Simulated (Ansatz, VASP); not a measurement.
**Two plane-wave programs on BaTiO3**

Contents of INCAR:

```
SYSTEM = BaTiO3
PREC     = Accurate       ! precision mode
ENCUT    = 910            ! plane-wave cutoff, eV
EDIFF    = 1E-6           ! SCF threshold, eV
ISMEAR   = 0              ! smearing method
SIGMA    = 0.1            ! smearing width, eV
LREAL    = .False.        ! projectors in reciprocal space
LASPH    = .True.         ! aspherical terms in the spheres
NELM     = 200            ! most SCF steps
ALGO     = Normal         ! electronic algorithm
ISIF     = 2              ! what is computed and relaxed
LWAVE    = .False.        ! write WAVECAR
LCHARG   = .False.        ! write CHGCAR
ISPIN    = 2              ! spin polarisation
MAGMOM   = 0 1 0 0 0      ! initial moments
LORBIT   = 11             ! projections on sites
LMAXMIX  = 4              ! l up to which the mixer works
LDAU     = .True.         ! DFT+U
LDAUTYPE = 2            
LDAUL    = -1 2 -1        ! shell
LDAUU    = 0 4 0          ! U, eV
LDAUJ    = 0 0 0        
LDAUPRINT= 1            
GGA      = PE             ! functional
NBANDS   = 32             ! bands
GGA_COMPAT= .False.
```

The input KPOINTS:

```
Automatic mesh
0
Gamma
  4 4 4
  0 0 0
```

Contents of POSCAR:

```
BaTiO3
1.0
    3.9903792100      0.0000000000      0.0000000000
    0.0000000000      3.9903792100      0.0000000000
    0.0000000000      0.0000000000      4.1026553900
Ba Ti O
1 1 3
Direct
    0.5000000000      0.5000000000      0.5825414600
    0.0000000000      0.0000000000      0.1000427000
    0.0000000000      0.5000000000      0.0642205400
    0.5000000000      0.0000000000      0.0642205400
    0.0000000000      0.0000000000      0.5489717500
```

Input for Ansatz:

```yaml
crystal:
  lattice:
    - [3.99037921, 0.0, 0.0]
    - [0.0, 3.99037921, 0.0]
    - [0.0, 0.0, 4.10265539]
  atoms:
    - { symbol: Ba, position: [0.5, 0.5, 0.58254146] }
    - { symbol: Ti, position: [0.0, 0.0, 0.1000427], spin: 1.0 }
    - { symbol: O, position: [0.0, 0.5, 0.06422054] }
    - { symbol: O, position: [0.5, 0.0, 0.06422054] }
    - { symbol: O, position: [0.0, 0.0, 0.54897175] }
basis:
  ecutwfc: 420
kpoints:
  mp_grid: { grid: [4, 4, 4] }
hamiltonian:
  xc: pbe
  hubbard: { sites: [{ species: Ti, l: d, u_eff: 4.0 }] }
scf:
  occupations: { method: gaussian, width: 0.1 }
  lower_state_search: "off"
output:
  forces: true
  stress: true
  eigenvalues: true
  populations: true
magnetization:
  spin_polarized: true
```

Alike in both runs: task single point; functional PBE; k mesh 4 × 4 × 4; occupations gaussian, width 0.1 eV; collinear spin; Hubbard terms Ti d U = 4.0 eV.

|  | VASP | Ansatz |
| --- | --- | --- |
| version | VASP 6.6.1 | Ansatz 0.2.0 |
| potentials or method | VASP PAW PBE potentials, release 64 (Ba_sv, Ti_sv, O_h), cutoff 910 eV | scalar-relativistic, plane waves, PAW |
| valence electrons in the cell | 40 | 40 |

|  | VASP | Ansatz | Ansatz less VASP |
| --- | --- | --- | --- |
| gap on the k mesh at the Fermi level (eV) | 2.27 | 2.31 | +0.033 |
| least direct gap on the mesh (eV) | 2.74 | 2.75 | +0.012 |
| rms of the force components (eV/Å) | 0.271 | 0.070 | -0.2012 |
| net moment per atom (μB) | 0.00 | 0.00 | 0.000 |

The programs project onto different local orbitals, so the same U acts differently, and such runs can settle in different states. Atom by atom the forces differ by 0.206 eV/Å (rms over components). Ansatz's warnings: seeded moment not kept.

Neither program's run includes spin-orbit coupling. Noted on VASP's run: the cutoff is short for stress, so the pressure is rough.
